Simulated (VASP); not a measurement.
Write the native input for VASP 6.6.1 that does the following.

```yaml
Task: single point
Functional: PBE
Dispersion: D3(BJ)
Potentials_or_basis: VASP PAW PBE potentials, release 64 (O, H, C)
Cutoff: 520 eV
k_mesh: 1 × 1 × 1
Occupations: fermi-dirac, width 0.05 eV
Spin: no spin polarisation
Dipole_correction: no
Further_INCAR_settings: LREAL = Auto; ALGO = Normal; EDIFF = 1e-07; NBANDS = 59
```

The structure of H16CO10 lies in POSCAR:

```
H16CO10
1.0
    6.9561890000      0.0000000000      0.0000000000
    0.0000000000      6.9561890000      0.0000000000
    0.0000000000      0.0000000000      6.9561890000
O H C
10 16 1
Direct
    0.5495969129      0.8876124556      0.8281977387
    0.0619879650      0.3394099844      0.1132085399
    0.3307270691      0.1078607841      0.5906251253
    0.9758216748      0.7242758930      0.3052102236
    0.1122597445      0.7981525516      0.7035605272
    0.6208859478      0.3363335873      0.1326157182
    0.4198132052      0.5438753892      0.7502240092
    0.3203621983      1.0215363614      0.1557893266
    0.9014274914      0.4213514038      0.6171482690
    0.8481655688      0.1128635234      0.7451350157
    0.4953143165      0.9543012704      0.7087213990
    0.6885523093      0.9255355195      0.8272776947
    0.0992928743      0.4602520144      0.1833906468
   -0.0830052202      0.3484235405      0.1362383915
    0.3233523413      0.0784337516      0.4535960711
    0.2396139610     -0.0059227833      0.6404656343
    1.0542985534      0.8343217817      0.2612493709
    0.8492581211      0.7367252385      0.2497919479
    0.2004689637      0.6835351943      0.7237152412
    0.0545413588      0.7546948480      0.5863411704
    0.5786214262      0.3947276303      0.0145338202
    0.5122488765      0.2488000254      0.1627759108
    0.5092874849      0.6564801503      0.7832305879
    0.4883421080      0.4879108374      0.6299282553
    0.4105840137      0.9764973321      0.0481585535
    0.2410227784      1.1174365734      0.0933844667
    0.8767588115      0.2665108725      0.6789924771
```

These files were run (other wordings do the same):

INCAR

```
SYSTEM = H16CO10
ALGO = Normal
EDIFF = 1E-7
ENCUT = 520
GGA = PE
ISIF = 2
ISMEAR = -1
IVDW = 12
LASPH = .TRUE.
LCHARG = .TRUE.
LELF = .TRUE.
LREAL = Auto
LVHAR = .TRUE.
LWAVE = .FALSE.
NBANDS = 59
NELM = 80
PREC = Accurate
SIGMA = 0.05
```

KPOINTS

```
k-points
0
G
  1 1 1
  0 0 0
```

Potentials or basis: VASP PAW PBE potentials, release 64 (O, H, C).

Run with:

```bash
$ cat potpaw_PBE.64/O/POTCAR potpaw_PBE.64/H/POTCAR potpaw_PBE.64/C/POTCAR > POTCAR
$ mpirun -np 1 vasp_gam > vasp.out
```

Results of the run:

| Property | Result |
| --- | --- |
| Pressure | -2.1 GPa |
| Largest force | 2.817 eV/Å |
| Band gap on the k mesh | 4.43 eV |
| Dispersion energy per atom | -0.031 eV |

Caveat: the k points lie up to 0.90 Å⁻¹ apart.

Wall time 79 s on 1 thread of Intel Xeon 8259CL, with other jobs on the host, peak memory 0.36 GiB.
